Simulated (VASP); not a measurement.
## KTaO3: single point with HSE06

The system is KTaO3.

```
K Ta O
1.0
     4.06993    0.00000    0.00000
     0.00000    4.06993    0.00000
     0.00000    0.00000    3.96330
K Ta O
1 1 3
Direct
  0.00000 0.00000 0.00000
  0.50000 0.50000 0.50000
  0.50000 0.50000 0.00000
  0.50000 0.00000 0.50000
  0.00000 0.50000 0.50000
```

This cell differs from its parent crystal: epitaxial xy strain +2.0%.

* Program: VASP 6.6.1
* Task: single point
* Functional: HSE06
* Potentials or basis: VASP PAW PBE potentials, release 64 (K_sv, Ta_pv, O)
* Cutoff: 520 eV
* k mesh: 4 × 4 × 4
* Occupations: gaussian, width 0.01 eV
* Spin: no spin polarisation

| Quantity | Value |
| --- | --- |
| Pressure | -6.5 GPa |
| Band gap on the k mesh | 3.33 eV (least direct gap 4.01 eV) |

Stress tensor (GPa, compression positive):
```
-9.57  0.00  0.00
 0.00 -9.57  0.00
 0.00  0.00 -0.40
```

Levels at points of the mesh, in eV from the valence-band top:
| k point | band 17 | band 18 | band 19 | band 20 | band 21 | band 22 |
| --- | --- | --- | --- | --- | --- | --- |
| (0.00, 0.00, 0.00) | -0.69 | -0.68 | -0.68 | 3.33 | 3.36 | 3.36 |
| (0.50, 0.00, 0.00) | -1.56 | -0.98 | -0.92 | 3.50 | 6.13 | 6.14 |
| (0.50, 0.50, 0.00) | -1.74 | -1.74 | -0.04 | 6.16 | 6.16 | 7.52 |
| (0.00, 0.00, 0.50) | -1.51 | -0.88 | -0.88 | 3.50 | 6.50 | 6.50 |
| (0.50, 0.00, 0.50) | -1.46 | -1.43 | -0.09 | 6.19 | 6.53 | 7.78 |
| (0.50, 0.50, 0.50) | -0.05 | -0.05 | 0.00 | 7.65 | 7.89 | 7.89 |

Run time: 13 min on 4 MPI ranks on Oxide Virtual Turin-like Processor, with other jobs on the host, peak memory 0.28 GiB a rank.

Caveat: the cell differs from its parent crystal (epitaxial xy strain +2.0%); the stress differs along the axes, from -10 to -0 GPa; the PAW data sets were made with another functional, which shifts forces and pressure a little; spin-orbit coupling is left out, which moves the levels of the heavy elements. A k mesh can miss the band edges.
